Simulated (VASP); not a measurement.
# Si3N4 (P-43m) in VASP: notebook

Si3N4 is run at these levels: PBEsol; tasks: single point.

Everything below comes from runs of VASP 6.6.1. Logs are shortened: lines on timing, memory, paths and dates and some standing lists are left out, and cuts for length are marked.

## Step 1: The cell of the first run

It takes space group P-43m (No. 215, cubic). Conventional cell: a = 4.046 Å, b = 4.046 Å, c = 4.046 Å, α = 90.00°, β = 90.00°, γ = 90.00°. Within 2.3 Å of Si (site symmetry -42m) lie 4 N at 1.74 Å. N (site symmetry 3m) has 3 Si at 1.74 Å within 2.3 Å.

## Step 2: Single point, PBEsol

Contents of INCAR:

```
SYSTEM = Si3N4
PREC = Accurate
ENCUT = 520
EDIFF = 1E-6
ISMEAR = -1
SIGMA = 0.05
LREAL = .FALSE.
LASPH = .TRUE.
NELM = 100
ALGO = Normal
ISIF = 2
LWAVE = .FALSE.
LCHARG = .TRUE.
GGA = PS
LELF = .TRUE.
LVHAR = .TRUE.
NBANDS = 25
```

Contents of KPOINTS:

```
Automatic mesh
0
G
  7 7 7
  0 0 0
```

Contents of POSCAR:

```
Si3N4
1.0
    4.0457909129      0.0000000000      0.0000000000
    0.0000000000      4.0457909129      0.0000000000
    0.0000000000      0.0000000000      4.0457909129
Si N
3 4
Direct
    0.0000000000      0.0000000000      0.5000000000
    0.5000000000      0.0000000000      0.0000000000
    0.0000000000      0.5000000000      0.0000000000
    0.2431423596      0.2431423596      0.7568576404
    0.7568576404      0.7568576404      0.7568576404
    0.2431423596      0.7568576404      0.2431423596
    0.7568576404      0.2431423596      0.2431423596
```

Potentials or basis: VASP PAW PBE potentials, release 64 (Si, N).

The run is started by

```console
$ cat potpaw_PBE.64/Si/POTCAR potpaw_PBE.64/N/POTCAR > POTCAR
$ mpirun -np 1 vasp_std > vasp.out
```

OUTCAR:

```text
SYSTEM = Si3N4
   PREC = Accurate
   ENCUT = 520
   EDIFF = 1E-6
   ISMEAR = -1
   LREAL = .FALSE.
   LASPH = .TRUE.
   NELM = 100
   ISIF = 2
   GGA = PS

 ion  position               nearest neighbor table
   1  0.000  0.000  0.500-   4 1.74   5 1.74   6 1.74   7 1.74   2 2.86   3 2.86   2 2.86   3 2.86
                             3 2.86   3 2.86   2 2.86   2 2.86
   2  0.500  0.000  0.000-   4 1.74   5 1.74   6 1.74   7 1.74   1 2.86   3 2.86   1 2.86   3 2.86
                             1 2.86   3 2.86   1 2.86   3 2.86
   3  0.000  0.500  0.000-   4 1.74   5 1.74   6 1.74   7 1.74   1 2.86   2 2.86   1 2.86   1 2.86
                             2 2.86   1 2.86   2 2.86   2 2.86
   4  0.243  0.243  0.757-   2 1.74   3 1.74   1 1.74
   5  0.757  0.757  0.757-   2 1.74   3 1.74   1 1.74
   6  0.243  0.757  0.243-   2 1.74   3 1.74   1 1.74
   7  0.757  0.243  0.243-   2 1.74   3 1.74   1 1.74

  LATTYP: Found a simple cubic cell.
 ALAT       =     4.0457909129

  Lattice vectors:

 A1 = (   4.0457909129,   0.0000000000,   0.0000000000)
 A2 = (   0.0000000000,   4.0457909129,   0.0000000000)
 A3 = (   0.0000000000,   0.0000000000,   4.0457909129)

Analysis of symmetry for initial positions (statically):
=====================================================================
 Subroutine PRICEL returns:
 Original cell was already a primitive cell.

 Routine SETGRP: Setting up the symmetry group for a
 simple cubic supercell.

 Subroutine GETGRP returns: Found 24 space group operations
 (whereof 24 operations were pure point group operations)
 out of a pool of 48 trial point group operations.

The static configuration has the point symmetry T_d .

Analysis of symmetry for dynamics (positions and initial velocities):
=====================================================================
 Subroutine PRICEL returns:
 Original cell was already a primitive cell.

 Routine SETGRP: Setting up the symmetry group for a
 simple cubic supercell.

 Subroutine GETGRP returns: Found 24 space group operations
 (whereof 24 operations were pure point group operations)
 out of a pool of 48 trial point group operations.

The dynamic configuration has the point symmetry T_d .

 Subroutine INISYM returns: Found 24 space group operations
 (whereof 24 operations are pure point group operations),
 and found     1 'primitive' translations

----------------------------------------------------------------------------------------

                                     Primitive cell

  volume of cell :      66.2232

  direct lattice vectors                    reciprocal lattice vectors
     4.045790913  0.000000000  0.000000000     0.247170460  0.000000000  0.000000000
     0.000000000  4.045790913  0.000000000     0.000000000  0.247170460  0.000000000
     0.000000000  0.000000000  4.045790913     0.000000000  0.000000000  0.247170460

  length of vectors
     4.045790913  4.045790913  4.045790913     0.247170460  0.247170460  0.247170460

  position of ions in fractional coordinates (direct lattice)
     0.000000000  0.000000000  0.500000000
     0.500000000  0.000000000  0.000000000
     0.000000000  0.500000000  0.000000000
     0.243142360  0.243142360  0.756857640
     0.756857640  0.756857640  0.756857640
     0.243142360  0.756857640  0.243142360
     0.756857640  0.243142360  0.243142360

  ion indices of the primitive-cell ions
   primitive index   ion index
                 1           1
                 2           2
                 3           3
                 4           4
                 5           5
                 6           6
                 7           7

----------------------------------------------------------------------------------------

 KPOINTS: Automatic mesh

Automatic generation of k-mesh.
 Grid dimensions read from file:
 generate k-points for:    7    7    7

 Generating k-lattice:

  Cartesian coordinates                     Fractional coordinates (reciprocal lattice)
     0.035310066  0.000000000  0.000000000     0.142857143  0.000000000  0.000000000
     0.000000000  0.035310066  0.000000000     0.000000000  0.142857143  0.000000000
     0.000000000  0.000000000  0.035310066     0.000000000  0.000000000  0.142857143

  Length of vectors
     0.035310066  0.035310066  0.035310066

  Shift w.r.t. Gamma in fractional coordinates (k-lattice)
     0.000000000  0.000000000  0.000000000

 Subroutine IBZKPT returns following result:
 ===========================================

 Found     20 irreducible k-points:

 Following reciprocal coordinates:
            Coordinates               Weight
  0.000000  0.000000  0.000000      1.000000
  0.142857  0.000000  0.000000      6.000000
  0.285714  0.000000  0.000000      6.000000
  0.428571  0.000000  0.000000      6.000000
  0.142857  0.142857  0.000000     12.000000
  0.285714  0.142857  0.000000     24.000000
[... 12 lines left out ...]
  0.428571  0.428571  0.285714     24.000000
  0.428571  0.428571  0.428571      8.000000
   k-points           NKPTS =     20   k-points in BZ     NKDIM =     20   number of bands    NBANDS=     25
   number of dos      NEDOS =    301   number of ions     NIONS =      7
   total plane-waves  NPLWV =  27000
   dimension x,y,z NGX =    30 NGY =   30 NGZ =   30
   dimension x,y,z NGXF=    60 NGYF=   60 NGZF=   60
   ions per type =               3   4
   NGX,Y,Z   is equivalent  to a cutoff of  12.33, 12.33, 12.33 a.u.
   NGXF,Y,Z  is equivalent  to a cutoff of  24.65, 24.65, 24.65 a.u.
 SYSTEM =  Si3N4
   PREC   = accura    normal or accurate (medium, high low for compatibility)
   ISTART =      0    job   : 0-new  1-cont  2-samecut
   ICHARG =      2    charge: 1-file 2-atom 10-const
   ISPIN  =      1    spin polarized calculation?
   LNONCOLLINEAR =      F non collinear calculations
   LSORBIT =      F    spin-orbit coupling
   LASPH  =      T    aspherical Exc in radial PAW
   ENCUT  =  520.0 eV  38.22 Ry    6.18 a.u.   7.52  7.52  7.52*2*pi/ulx,y,z
   NELM   =    100;   NELMIN=  2; NELMDL= -5     # of ELM steps
   EDIFF  = 0.1E-05   stopping-criterion for ELM
   LREAL  =      F    real-space projection
   EDIFFG = 0.1E-04   stopping-criterion for IOM
   NSW    =      0    number of steps for IOM
   IBRION =     -1    ionic relax: 0-MD 1-quasi-New 2-CG
   NFREE  =      0    steps in history (QN), initial steepest desc. (CG)
   ISIF   =      2    stress and relaxation
   ISYM   =      2    0-nonsym 1-usesym 2-fastsym
   POTIM  = 0.5000    time-step for ionic-motion
   TEBEG  =    0.0;   TEEND  =   0.0 temperature during run
   PSTRESS=    0.0 pullay stress
   NELECT =      32.0000    total number of electrons
   NUPDOWN=      -1.0000    fix difference up-down
   EMIN   =  10.00;   EMAX   =-10.00  energy-range for DOS
   EFERMI =   0.00;   METHOD = LEGACY
   ISMEAR =    -1;   SIGMA  =   0.05  broadening in eV -4-tet -1-fermi 0-gaus
   EFERMI_NEDOS =   21; number of points for ismear=-14 and -15
   IALGO  =     38    algorithm
   IMIX   =      4    mixing-type and parameters
     AMIX     =   0.40;   BMIX     =  1.00
     AMIX_MAG =   1.60;   BMIX_MAG =  1.00
  volume/ion in A,a.u.               =       9.46        63.84
  Fermi-wavevector in a.u.,A,eV,Ry     =   1.284660  2.427655 22.454378  1.650350
  Thomas-Fermi vector in A             =   2.416840
   LORBIT       =      0    0 simple, 1 ext, 2 COOP (PROOUT), +10 PAW based schemes
   GGA     = PS    functional components
   LHFCALC =     F    Hartree Fock is set to
   AEXX    =    0.0000 exact exchange contribution
   IVDW    =     0    specifies the selected vdW correction
   LEPSILON=     F    determine dielectric tensor
   LRPA    =     F    only Hartree local field effects (RPA)
 non-spin polarized calculation
  energy-cutoff  :      520.00
  volume of cell :       66.22
 maximum number of plane-waves:      1806
 NGX is ok and might be reduce to    30
   NGX = 15   NGY = 15   NGZ = 15

 number of electron      32.0000000 magnetization

 Free energy of the ion-electron system (eV)
  ---------------------------------------------------
  ext. energy  EPLUGINS =         0.00000000
  ---------------------------------------------------
  free energy    TOTEN  =       -58.43877804 eV

  energy without entropy =      -58.43877804  energy(sigma->0) =      -58.43877804

 E-fermi :   8.5365     XC(G=0): -11.6599

 val. band max:        7.4007957753   @ k =   0.4286   0.4286   0.4286
 cond. band min:       9.9852676766   @ k =   0.0000   0.0000   0.0000
 fundamental gap:      2.5844719013
 Fermi energy:         8.5365450424

 k-point     1 :       0.0000    0.0000    0.0000
  band No.  band energies     occupation
      1     -10.9732      2.00000
      2      -6.7828      2.00000
      3      -6.7828      2.00000
      4      -6.7828      2.00000
      5      -1.3645      2.00000
      6      -1.3645      2.00000
[... 17 lines left out ...]
     24      19.2496      0.00000
     25      19.2496      0.00000

 k-point     2 :       0.1429    0.0000    0.0000
  band No.  band energies     occupation
      1     -10.8506      2.00000
      2      -7.1232      2.00000
      3      -6.7626      2.00000
      4      -6.7626      2.00000
      5      -1.2560      2.00000
      6      -1.0047      2.00000
[... 17 lines left out ...]
     24      18.9182      0.00000
     25      19.3472      0.00000

 k-point     3 :       0.2857    0.0000    0.0000
  band No.  band energies     occupation
      1     -10.5018      2.00000
      2      -7.8858      2.00000
      3      -6.7161      2.00000
      4      -6.7161      2.00000
      5      -0.9626      2.00000
      6      -0.1578      2.00000
[... 440 lines left out ...]
 k-point    19 :       0.4286    0.4286    0.2857
  band No.  band energies     occupation
      1      -8.7502      2.00000
      2      -8.0284      2.00000
      3      -7.9237      2.00000
      4      -7.3507      2.00000
      5      -1.4377      2.00000
      6      -1.2696      2.00000
[... 17 lines left out ...]
     24      17.0323      0.00000
     25      18.0090      0.00000

 k-point    20 :       0.4286    0.4286    0.4286
  band No.  band energies     occupation
      1      -8.3712      2.00000
      2      -7.9347      2.00000
      3      -7.9347      2.00000
      4      -7.6006      2.00000
      5      -1.7387      2.00000
      6      -1.7387      2.00000
[... 17 lines left out ...]
     24      17.5621      0.00000
     25      17.6249      0.00000

------------------------ aborting loop because EDIFF is reached ----------------------------------------

  FORCE on cell =-STRESS in cart. coord.  units (eV):
  Direction    XX          YY          ZZ          XY          YZ          ZX
  --------------------------------------------------------------------------------------
  -------------------------------------------------------------------------------------
  Total        4.2652647      4.2652647      4.2652647      0.0000000     -0.0000000      0.0000000
  in kB      103.1920574    103.1920574    103.1920574      0.0000000     -0.0000000      0.0000000
  external PRESSURE =     103.1920574 kB  Pullay stress =       0.0000000 kB

 VOLUME and BASIS-vectors are now :
 -----------------------------------------------------------------------------
  energy-cutoff  :      520.00
  volume of cell :       66.22
      direct lattice vectors                 reciprocal lattice vectors
     4.045790913  0.000000000  0.000000000     0.247170460  0.000000000  0.000000000
     0.000000000  4.045790913  0.000000000     0.000000000  0.247170460  0.000000000
     0.000000000  0.000000000  4.045790913     0.000000000  0.000000000  0.247170460

 POSITION                                       TOTAL-FORCE (eV/Angst)
 -----------------------------------------------------------------------------------
      0.00000      0.00000      2.02290        -0.000000      0.000000     -0.000000
      2.02290      0.00000      0.00000        -0.000000      0.000000     -0.000000
      0.00000      2.02290      0.00000        -0.000000      0.000000     -0.000000
      0.98370      0.98370      3.06209         0.001609      0.001609     -0.001609
      3.06209      3.06209      3.06209        -0.001609     -0.001609     -0.001609
      0.98370      3.06209      0.98370         0.001609     -0.001609      0.001609
      3.06209      0.98370      0.98370        -0.001609      0.001609      0.001609
 -----------------------------------------------------------------------------------
    total drift:                               -0.000000     -0.000000     -0.000000

  FREE ENERGIE OF THE ION-ELECTRON SYSTEM (eV)
  ---------------------------------------------------
  free  energy   TOTEN  =       -58.4387780421 eV

  energy  without entropy=      -58.4387780421  energy(sigma->0) =      -58.43877804
```

It took 52 s on 1 thread of Intel Xeon 8259CL, shared host; peak memory 0.17 GiB.

Results:

| Quantity | Value |
| --- | --- |
| Free energy | -58.4388 eV |
| Pressure | 10.3 GPa |
| Band gap on the k mesh | 2.58 eV (least direct gap 2.78 eV) |

Forces in eV/Å, atoms in the order of the input:
```
Si   0.000  0.000  0.000
Si   0.000  0.000  0.000
Si   0.000  0.000  0.000
N    0.002  0.002 -0.002
N   -0.002 -0.002 -0.002
N    0.002 -0.002  0.002
N   -0.002  0.002  0.002
```

Levels at points of the mesh, in eV from the valence-band top:
| k point | band 14 | band 15 | band 16 | band 17 | band 18 | band 19 |
| --- | --- | --- | --- | --- | --- | --- |
| (0.00, 0.00, 0.00) | -0.19 | -0.19 | -0.19 | 2.58 | 2.58 | 2.58 |

Caveat: the cell stands under pressure; the PAW data sets were made with another functional, which shifts forces and pressure a little; an odd mesh through Γ misses points on the zone boundary, where band edges can lie.

## Step 3: Single point, PBEsol

This run uses another cell than the first one, of 9.66 Å³/atom.

Contents of INCAR:

```
SYSTEM = Si3N4
  PREC = Accurate
  ENCUT = 520
  EDIFF = 1E-6
  ISMEAR = -1
  SIGMA = 0.05
  LREAL = .False.
  LASPH = .True.
  NELM = 60
  ALGO = Normal
  ISIF = 2
  LWAVE = .False.
  LCHARG = .False.
  GGA = PS
  NBANDS = 25
```

Contents of KPOINTS:

```
regular mesh
0
Gamma
  7 7 7
  0 0 0
```

Contents of POSCAR:

```
Si3N4
1.0
    4.0742186847      0.0000000000      0.0000000000
    0.0000000000      4.0742186847      0.0000000000
    0.0000000000      0.0000000000      4.0742186847
Si N
3 4
Direct
    0.0000000000      0.0000000000      0.5000000000
    0.5000000000      0.0000000000      0.0000000000
    0.0000000000      0.5000000000      0.0000000000
    0.2417646999      0.2417646999      0.7582353001
    0.7582353001      0.7582353001      0.7582353001
    0.2417646999      0.7582353001      0.2417646999
    0.7582353001      0.2417646999      0.2417646999
```

Potentials or basis: VASP PAW PBE potentials, release 64 (Si, N).

The run is started by

```console
$ cat potpaw_PBE.64/Si/POTCAR potpaw_PBE.64/N/POTCAR > POTCAR
$ mpirun -np 1 vasp_std > vasp.out
```

It took 52 s on 1 thread of Intel Xeon 8259CL, shared host; peak memory 0.17 GiB.

It converged, with:

| Quantity | Value |
| --- | --- |
| Free energy | -58.5079 eV |
| Pressure | 5.3 GPa |
| Band gap on the k mesh | 2.60 eV (least direct gap 2.79 eV) |

Forces in eV/Å, atoms in the order of the input:
```
Si   0.000  0.000  0.000
Si   0.000  0.000  0.000
Si   0.000  0.000  0.000
N    0.001  0.001 -0.001
N   -0.001 -0.001 -0.001
N    0.001 -0.001  0.001
N   -0.001  0.001  0.001
```

Levels at points of the mesh, in eV from the valence-band top:
```
           k point  band 14  band 15  band 16  band 17  band 18  band 19
(0.00, 0.00, 0.00)    -0.19    -0.19    -0.19     2.60     2.60     2.60
```

Caveat: the cell stands under pressure; the PAW data sets were made with another functional, which shifts forces and pressure a little; an odd mesh through Γ misses points on the zone boundary, where band edges can lie.

(Continued in part 2 of 2.)
